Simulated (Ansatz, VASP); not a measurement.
Two plane-wave programs on SnTe2

Contents of POSCAR:

```
SnTe2
1.0
    0.0000000000      3.7010376726      3.7010376726
    3.7010376726      0.0000000000      3.7010376726
    3.7010376726      3.7010376726      0.0000000000
Sn Te
1 2
Direct
    0.0000000000      0.0000000000      0.0000000000
    0.2500000000      0.2500000000      0.2500000000
    0.7500000000      0.7500000000      0.7500000000
```

INCAR.step1

```
SYSTEM = SnTe2
ALGO     = Normal         ! electronic algorithm
EDIFF    = 1E-4           ! SCF threshold, eV
ENCUT    = 520            ! plane-wave cutoff, eV
GGA      = PE             ! functional
ISMEAR   = 0              ! smearing method
LASPH    = .TRUE.         ! aspherical terms in the spheres
LCHARG   = .FALSE.        ! write CHGCAR
LREAL    = .FALSE.        ! projectors in reciprocal space
LWAVE    = .TRUE.         ! write WAVECAR
NBANDS   = 20             ! bands
NELM     = 100            ! most SCF steps
PREC     = Accurate       ! precision mode
SIGMA    = 0.2            ! smearing width, eV
```

The input INCAR.step2:

```
SYSTEM = SnTe2
ALGO     = Normal         ! electronic algorithm
EDIFF    = 1E-6           ! SCF threshold, eV
ENCUT    = 520            ! plane-wave cutoff, eV
ISIF     = 2              ! what is computed and relaxed
ISMEAR   = 0              ! smearing method
ISTART   = 1            
LASPH    = .TRUE.         ! aspherical terms in the spheres
LCHARG   = .FALSE.        ! write CHGCAR
LMIXTAU  = .TRUE.       
LREAL    = .FALSE.        ! projectors in reciprocal space
LWAVE    = .FALSE.        ! write WAVECAR
METAGGA  = R2SCAN         ! meta-GGA
NBANDS   = 20             ! bands
NELM     = 100            ! most SCF steps
PREC     = Accurate       ! precision mode
SIGMA    = 0.2            ! smearing width, eV
```

Contents of KPOINTS:

```
k-points
0
G
  4 4 4
  0 0 0
```

Input for Ansatz:

```yaml
crystal:
  lattice:
    - [0.0, 3.7010376726, 3.7010376726]
    - [3.7010376726, 0.0, 3.7010376726]
    - [3.7010376726, 3.7010376726, 0.0]
  atoms:
    - { symbol: Sn, position: [0.0, 0.0, 0.0] }
    - { symbol: Te, position: [0.25, 0.25, 0.25] }
    - { symbol: Te, position: [0.75, 0.75, 0.75] }
kpoints:
  mp_grid: { grid: [4, 4, 4] }
hamiltonian:
  xc: r2scan
scf:
  occupations: { method: gaussian, width: 0.2 }
  n_extra_bands: 4
output:
  forces: true
  stress: true
  eigenvalues: true
```

Alike in both runs: task single point; functional r2SCAN; k mesh 4 × 4 × 4; occupations gaussian, width 0.2 eV; no spin polarisation.

|  | VASP | Ansatz |
| --- | --- | --- |
| version | VASP 6.6.1 | Ansatz 0.2.0 |
| potentials or method | VASP PAW PBE potentials, release 64 (Sn_d, Te) | plane waves |
| plane-wave cutoff (eV) | 520 | 500 |
| valence electrons in the cell | 26 | 46 |

```tsv
	VASP	Ansatz	Ansatz less VASP
pressure (GPa)	0.3	0.3	+0.01
```

VASP's potentials were made for PBE, not for r2SCAN. The functional is the same, so the differences come from potentials, cutoffs and numerics. VASP's potentials hold 26 valence electrons a cell and Ansatz's 46, so a difference there can come from the potentials and not from the codes.

The k mesh is coarse, so the values compare programs but aren't converged. Neither program's run includes spin-orbit coupling.
